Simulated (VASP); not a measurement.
# H2CO2: single point with PBE+D3(BJ)

System: H2CO2.

```xyz
40
Lattice="7.9581 0.0000 0.0000 0.0000 7.9581 0.0000 0.0000 0.0000 7.9581" Properties=species:S:1:pos:R:3 pbc="T T T"
O     6.5412    1.2412    3.4694
O     7.3822    2.2851    1.6530
O     1.5873    2.5484   -0.3257
O     3.0263    2.6101    1.4217
O     5.6816    5.4285    8.1375
O     3.9389    5.0631    6.7323
O     1.7532    6.5989    6.0392
O     0.7091    5.1379    7.4582
O     1.5983    6.4200    2.3087
O     1.1393    4.6553    3.6681
O     0.9205    0.7573    4.3841
O     3.0862    1.4413    4.4658
O     6.4497    2.9346    7.2102
O     5.5268    0.8960    7.3214
O     4.1159    7.0247    3.3489
O     6.0748    5.9372    3.6134
C     6.4652    1.8436    2.2745
C     2.4017    1.9805    0.5733
C     4.6090    5.7723    7.4879
C     0.7812    6.2238    6.8713
C     0.9214    5.3244    2.6457
C     1.9201    1.6375    4.1359
C     5.5864    2.0280    6.8294
C     4.9300    5.9576    3.1818
H     7.4815    1.0675    3.7623
H     5.4642    1.9690    1.8712
H     1.5266    3.5627   -0.3002
H     2.3592    0.8929    0.4970
H     5.9682    4.5059    7.7525
H     4.2294    6.7472    7.8566
H     2.4887    5.8467    6.0227
H     0.1109    7.0745    6.9793
H     2.4196    6.5182    2.8599
H     0.1595    5.1834    1.9150
H     1.2185    0.0092    4.9697
H     1.4851    2.5052    3.6821
H     6.9650    2.6246    8.0545
H     4.9864    2.3183    5.9546
H     4.4146    7.8827    3.7113
H     4.4693    5.0975    2.6282
```

```yaml
Program: VASP 6.6.1
Task: single point
Functional: PBE
Dispersion: D3(BJ)
Potentials_or_basis: VASP PAW PBE potentials, release 64 (O, C, H)
Cutoff: 520 eV
k_mesh: 1 × 1 × 1
Occupations: fermi-dirac, width 0.05 eV
Spin: no spin polarisation
```

The pressure is -0.2 GPa and the largest force is 3.628 eV/Å. The band gap on the k mesh is 4.26 eV and the dispersion energy per atom is -0.045 eV.

Forces on the atoms (eV/Å):
```
O   -1.032  0.289 -0.914
O    3.061  0.992 -1.676
O   -0.043  0.039 -0.500
O    0.277 -0.422 -0.201
O    1.238 -1.572 -0.655
O    0.222 -0.008 -0.621
O    1.047 -1.265 -0.075
O   -0.020  1.020 -0.536
O    0.623  0.352 -0.352
O   -0.162  0.539 -1.309
O    0.115 -0.335  0.406
O   -0.792  0.240 -0.345
O    0.954  1.279  0.978
O   -0.167  0.576 -0.128
O   -1.619 -0.865 -0.977
O   -0.584 -0.325 -0.432
C   -1.986 -0.938  2.035
C   -0.461  1.601  0.383
C   -1.988  0.740  0.706
C    0.423 -0.901  0.470
C    0.753 -0.438  2.150
C    1.160 -0.777  0.969
C   -0.485 -2.195 -0.456
C    1.687  0.452  0.879
H    0.168  0.002  0.054
H   -0.911 -0.331  0.361
H    0.224 -0.732  0.152
H    0.141 -0.393 -0.097
H   -0.035  0.832  0.445
H    0.266  0.147 -0.386
H   -0.510  0.963  0.145
H   -0.823  0.051  0.323
H   -0.084  0.246  0.117
H   -1.054 -0.585 -0.588
H    0.241 -0.127 -0.200
H    0.037  1.006 -0.601
H   -0.220  0.017 -0.244
H   -0.140  0.278  0.029
H    0.665 -0.113  0.367
H   -0.184  0.662  0.324
```

Stress tensor (GPa, compression positive):
```
 1.67  1.03 -0.54
 1.03 -1.56  0.15
-0.54  0.15 -0.82
```

Levels at points of the mesh, in eV from the valence-band top:
| k point | band 70 | band 71 | band 72 | band 73 | band 74 | band 75 |
| --- | --- | --- | --- | --- | --- | --- |
| (0.00, 0.00, 0.00) | -0.24 | -0.16 | 0.00 | 4.26 | 4.57 | 4.61 |

Wall time 84 s on 1 thread of Intel(R) Xeon(R) Platinum 8559C (Emerald Rapids), with other jobs on the host, peak memory 0.52 GiB.

Caveat: the k points lie up to 0.79 Å⁻¹ apart; the atoms stand as in a frame of molecular dynamics.
